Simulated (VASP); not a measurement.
# W3O in VASP: relaxation of the atoms with PBE

Aim: the relaxation of the atoms of W3O with PBE.

Program: VASP 6.6.1. These are calculated values, not measurements. Logs are shortened: lines on timing, memory, paths and dates and some standing lists are left out, and cuts for length are marked.

## Step 1: The cell of the first run

The cell holds a slab with vacuum, 4 atoms: a = 2.757 Å, b = 2.757 Å, c = 19.856 Å, α = 90.00°, β = 90.00°, γ = 109.47°.

## Step 2: Relaxation of the atoms, PBE

Contents of INCAR:

```
  PREC = Accurate
  ENCUT = 520
  EDIFF = 1E-6
  ISMEAR = 0
  SIGMA = 0.1
  LREAL = False
  LASPH = True
  NELM = 80
  ALGO = Normal
  ISIF = 2
  LWAVE = False
  LCHARG = False
  LDIPOL = True
  IDIPOL = 3
  DIPOL = 0.5 0.5 0.359
  GGA = PE
  IBRION = 2
  NSW = 36
  EDIFFG = -0.025
```

Contents of KPOINTS:

```
Automatic mesh
0
Gamma
  10 10 1
```

Contents of POSCAR:

```
W3O
1.0
    2.7571643597      0.0000000000      0.0000000000
   -0.9190547866      2.5994794874      0.0000000000
    0.0000000000      0.0000000000     19.8562161029
W O
3 1
Selective dynamics
Direct
    0.5000000000      0.5000000000      0.2014482507  F F F
    0.0000000000      0.0000000000      0.3111437107  F F F
    0.5000000000      0.5000000000      0.4208362792  F F F
    0.6666666667      1.3333333333      0.5044373032  F F T
```

Potentials or basis: VASP PAW PBE potentials, release 64 (W_sv, O).

Started as:

```console
$ cat potpaw_PBE.64/W_sv/POTCAR potpaw_PBE.64/O/POTCAR > POTCAR
$ mpirun -np 1 vasp_std > vasp.out
```

OUTCAR:

```text
PREC = Accurate
   ENCUT = 520
   EDIFF = 1E-6
   ISMEAR = 0
   LREAL = False
   LASPH = True
   NELM = 80
   ISIF = 2
   GGA = PE
   IBRION = 2
   NSW = 36
   EDIFFG = -0.025

 ion  position               nearest neighbor table
   1  0.500  0.500  0.201-   2 2.70   2 2.70   2 3.13   2 3.13
   2  0.000  0.000  0.311-   3 2.70   3 2.70   1 2.70   1 2.70   3 3.13   3 3.13   1 3.13   1 3.13

   3  0.500  0.500  0.421-   4 1.82   2 2.70   2 2.70   2 3.13   2 3.13
   4  0.667  0.333  0.504-   3 1.82

  LATTYP: Found a base centered orthorhombic cell.
 ALAT       =     3.1836991705
 B/A-ratio  =     1.4142135624
 C/A-ratio  =     6.2368380427

  Lattice vectors:

 A1 = (   2.7571643597,   0.0000000000,   0.0000000000)
 A2 = (  -0.9190547866,   2.5994794874,   0.0000000000)
 A3 = (   0.0000000000,   0.0000000000,  19.8562161029)

Analysis of symmetry for initial positions (statically):
=====================================================================
 Subroutine PRICEL returns:
 Original cell was already a primitive cell.

 Routine SETGRP: Setting up the symmetry group for a
 base centered orthorhombic supercell.

 Subroutine GETGRP returns: Found  2 space group operations
 (whereof  2 operations were pure point group operations)
 out of a pool of  8 trial point group operations.

The static configuration has the point symmetry C_1h.

Analysis of symmetry for dynamics (positions and initial velocities):
=====================================================================
 Subroutine PRICEL returns:
 Original cell was already a primitive cell.

 Routine SETGRP: Setting up the symmetry group for a
 base centered orthorhombic supercell.

 Subroutine GETGRP returns: Found  2 space group operations
 (whereof  2 operations were pure point group operations)
 out of a pool of  8 trial point group operations.

The dynamic configuration has the point symmetry C_1h.

Analysis of constrained symmetry for selective dynamics:
=====================================================================
 Subroutine PRICEL returns:
 Original cell was already a primitive cell.

 Routine SETGRP: Setting up the symmetry group for a
 base centered orthorhombic supercell.

 Subroutine GETGRP returns: Found  2 space group operations
 (whereof  2 operations were pure point group operations)
 out of a pool of  8 trial point group operations.

The constrained configuration has the point symmetry C_1h.

 Subroutine INISYM returns: Found  2 space group operations
 (whereof  2 operations are pure point group operations),
 and found     1 'primitive' translations

----------------------------------------------------------------------------------------

                                     Primitive cell

  volume of cell :     142.3133

  direct lattice vectors                    reciprocal lattice vectors
     2.757164360  0.000000000  0.000000000     0.362691472  0.128230800  0.000000000
    -0.919054787  2.599479487  0.000000000     0.000000000  0.384692399  0.000000000
     0.000000000  0.000000000 19.856216103     0.000000000  0.000000000  0.050362063

  length of vectors
     2.757164360  2.757164360 19.856216103     0.384692399  0.384692399  0.050362063

  position of ions in fractional coordinates (direct lattice)
     0.500000000  0.500000000  0.201448251
     0.000000000  0.000000000  0.311143711
     0.500000000  0.500000000  0.420836279
     0.666666667  0.333333333  0.504437303

  ion indices of the primitive-cell ions
   primitive index   ion index
                 1           1
                 2           2
                 3           3
                 4           4

----------------------------------------------------------------------------------------

 KPOINTS: Automatic mesh

Automatic generation of k-mesh.
 Grid dimensions read from file:
 generate k-points for:   10   10    1

 Generating k-lattice:

  Cartesian coordinates                     Fractional coordinates (reciprocal lattice)
     0.036269147  0.012823080  0.000000000     0.100000000 -0.000000000  0.000000000
     0.000000000  0.038469240  0.000000000     0.000000000  0.100000000  0.000000000
     0.000000000  0.000000000  0.050362063     0.000000000  0.000000000  1.000000000

  Length of vectors
     0.038469240  0.038469240  0.050362063

  Shift w.r.t. Gamma in fractional coordinates (k-lattice)
     0.000000000  0.000000000  0.000000000

 Subroutine IBZKPT returns following result:
 ===========================================

 Found     31 irreducible k-points:

 Following reciprocal coordinates:
            Coordinates               Weight
  0.000000  0.000000  0.000000      1.000000
  0.100000  0.000000  0.000000      4.000000
  0.200000  0.000000  0.000000      4.000000
  0.300000 -0.000000  0.000000      4.000000
  0.400000 -0.000000  0.000000      4.000000
  0.500000 -0.000000  0.000000      2.000000
[... 16 lines left out ...]
  0.300000  0.300000  0.000000      2.000000
  0.400000  0.300000  0.000000      4.000000
 [... further k-points ...]
   k-points           NKPTS =     31   k-points in BZ     NKDIM =     31   number of bands    NBANDS=     28
   number of dos      NEDOS =    301   number of ions     NIONS =      4
   total plane-waves  NPLWV =  86400
   dimension x,y,z NGX =    24 NGY =   24 NGZ =  150
   dimension x,y,z NGXF=    48 NGYF=   48 NGZF=  300
   ions per type =               3   1
   NGX,Y,Z   is equivalent  to a cutoff of  14.47, 14.47, 12.56 a.u.
   NGXF,Y,Z  is equivalent  to a cutoff of  28.94, 28.94, 25.12 a.u.
 SYSTEM =  unknown system
   PREC   = accura    normal or accurate (medium, high low for compatibility)
   ISTART =      0    job   : 0-new  1-cont  2-samecut
   ICHARG =      2    charge: 1-file 2-atom 10-const
   ISPIN  =      1    spin polarized calculation?
   LNONCOLLINEAR =      F non collinear calculations
   LSORBIT =      F    spin-orbit coupling
   LASPH  =      T    aspherical Exc in radial PAW
   ENCUT  =  520.0 eV  38.22 Ry    6.18 a.u.   5.13  5.13 36.92*2*pi/ulx,y,z
   NELM   =     80;   NELMIN=  2; NELMDL= -5     # of ELM steps
   EDIFF  = 0.1E-05   stopping-criterion for ELM
   LREAL  =      F    real-space projection
   EDIFFG = -.3E-01   stopping-criterion for IOM
   NSW    =     36    number of steps for IOM
   IBRION =      2    ionic relax: 0-MD 1-quasi-New 2-CG
   NFREE  =      1    steps in history (QN), initial steepest desc. (CG)
   ISIF   =      2    stress and relaxation
   ISYM   =      2    0-nonsym 1-usesym 2-fastsym
   POTIM  = 0.5000    time-step for ionic-motion
   TEBEG  =    0.0;   TEEND  =   0.0 temperature during run
   PSTRESS=    0.0 pullay stress
   NELECT =      48.0000    total number of electrons
   NUPDOWN=      -1.0000    fix difference up-down
   EMIN   =  10.00;   EMAX   =-10.00  energy-range for DOS
   EFERMI =   0.00;   METHOD = LEGACY
   ISMEAR =     0;   SIGMA  =   0.10  broadening in eV -4-tet -1-fermi 0-gaus
   EFERMI_NEDOS =   21; number of points for ismear=-14 and -15
   IALGO  =     38    algorithm
   IMIX   =      4    mixing-type and parameters
     AMIX     =   0.40;   BMIX     =  1.00
     AMIX_MAG =   1.60;   BMIX_MAG =  1.00
  volume/ion in A,a.u.               =      35.58       240.09
  Fermi-wavevector in a.u.,A,eV,Ry     =   1.139568  2.153470 17.668718  1.298614
  Thomas-Fermi vector in A             =   2.276271
   LORBIT       =      0    0 simple, 1 ext, 2 COOP (PROOUT), +10 PAW based schemes
   GGA     = PE    functional components
   LHFCALC =     F    Hartree Fock is set to
   AEXX    =    0.0000 exact exchange contribution
   IVDW    =     0    specifies the selected vdW correction
   LEPSILON=     F    determine dielectric tensor
   LRPA    =     F    only Hartree local field effects (RPA)
 conjugate gradient relaxation of ions
 non-spin polarized calculation
 Gauss-broadening in eV      SIGMA  =   0.10
  energy-cutoff  :      520.00
  volume of cell :      142.31
 maximum number of plane-waves:      3862
 NGX is ok and might be reduce to    24
   NGX = 11   NGY = 11   NGZ = 73

 dipolmoment           0.000000      0.000000     -0.029837 electrons x Angstroem

--------------------------------------- Ionic step        1  -------------------------------------------

 number of electron      48.0000002 magnetization

 Free energy of the ion-electron system (eV)
  ---------------------------------------------------
  ext. energy  EPLUGINS =         0.00000000
  ---------------------------------------------------
  free energy    TOTEN  =       -42.95147322 eV

  energy without entropy =      -42.93365444  energy(sigma->0) =      -42.94256383

------------------------ aborting loop because EDIFF is reached ----------------------------------------

  FORCE on cell =-STRESS in cart. coord.  units (eV):
  Direction    XX          YY          ZZ          XY          YZ          ZX
  --------------------------------------------------------------------------------------
  -------------------------------------------------------------------------------------
  Total        1.1841708      0.8601896     -0.6888993     -0.4581786     -0.2239918      0.3167699
  in kB       13.3315119      9.6840997     -7.7556960     -5.1582197     -2.5217221      3.5662270
  external PRESSURE =       5.0866385 kB  Pullay stress =       0.0000000 kB
[... 61 lines left out ...]
  energy  without entropy=      -42.9644630284  energy(sigma->0) =      -42.97302362

--------------------------------------- Ionic step        3  -------------------------------------------

 number of electron      48.0000001 magnetization

 dipolmoment           0.000000      0.000000      0.107051 electrons x Angstroem

 Free energy of the ion-electron system (eV)
  ---------------------------------------------------
  ext. energy  EPLUGINS =         0.00000000
  ---------------------------------------------------
  free energy    TOTEN  =       -42.99710896 eV

  energy without entropy =      -42.97972921  energy(sigma->0) =      -42.98841909

 E-fermi :   0.1973     XC(G=0):  -6.0489

 val. band max:        0.1972906599   @ k =   0.4000  -0.0000   0.0000
 cond. band min:       0.2482964389   @ k =   0.4000   0.1000   0.0000
 fundamental gap:      0.0510057790
 Fermi energy:         0.1973198509

 k-point     1 :       0.0000    0.0000    0.0000
  band No.  band energies     occupation
      1     -74.3961      2.00000
      2     -73.8579      2.00000
      3     -73.7759      2.00000
      4     -39.0831      2.00000
      5     -38.4305      2.00000
      6     -38.2696      2.00000
[... 733 lines left out ...]
     27       2.3847      0.00000
     28       2.8716      0.00000

 [... further k-points ...]

------------------------ aborting loop because EDIFF is reached ----------------------------------------

 vacuum level on the upper side and lower side of the slab       (xc-potential included)         1.305        -1.446

  FORCE on cell =-STRESS in cart. coord.  units (eV):
  Direction    XX          YY          ZZ          XY          YZ          ZX
  --------------------------------------------------------------------------------------
  -------------------------------------------------------------------------------------
  Total        1.7187479      1.2599679      2.2261889     -0.6488129     -0.7641254      1.0806341
  in kB       19.3498331     14.1848424     25.0626534     -7.3043999     -8.6025984     12.1658846
  external PRESSURE =      19.5324430 kB  Pullay stress =       0.0000000 kB

 VOLUME and BASIS-vectors are now :
 -----------------------------------------------------------------------------
  energy-cutoff  :      520.00
  volume of cell :      142.31
      direct lattice vectors                 reciprocal lattice vectors
     2.757164360  0.000000000  0.000000000     0.362691472  0.128230800  0.000000000
    -0.919054787  2.599479487  0.000000000     0.000000000  0.384692399  0.000000000
     0.000000000  0.000000000 19.856216103     0.000000000  0.000000000  0.050362063
[... 10 lines left out ...]
  FREE ENERGIE OF THE ION-ELECTRON SYSTEM (eV)
  ---------------------------------------------------
  free  energy   TOTEN  =       -42.9971089623 eV

  energy  without entropy=      -42.9797292083  energy(sigma->0) =      -42.98841909

 reached required accuracy - stopping structural energy minimisation

 vacuum level on the upper side and lower side of the slab         7.762         5.057
```

Wall time 5.8 min (1 thread of AMD EPYC 9R45 (Zen 5), shared host); peak memory 0.32 GiB.

What came out:

```yaml
Free_energy: -42.9971 eV
Energy_gained_by_relaxing: 11.4 meV/atom
Ionic_steps: 3
Band_gap_on_the_k_mesh: zero (bands 24 and 25 overlap by 1.45 eV)
```

Step by step:
```
step  energy change (eV)  largest force on free atoms (eV/Å)  pressure (GPa)
   1              0.0000                              1.6771            0.51
   2             -0.0301                              1.1068            2.86
   3             -0.0456                              0.0005            1.95
```

Final structure:
```xyz
4
Lattice="2.7572 0.0000 0.0000 -0.9191 2.5995 0.0000 0.0000 0.0000 19.8562" Properties=species:S:1:pos:R:3 pbc="T T T"
W     0.9191    1.2997    4.0000
W     0.0000    0.0000    6.1781
W     0.9191    1.2997    8.3562
O     1.5318    0.8665    9.9640
```

Caveat: spin-orbit coupling is left out, which moves the levels of the heavy elements.

The gap in the log of VASP goes by the Fermi energy; the results here count the filled bands.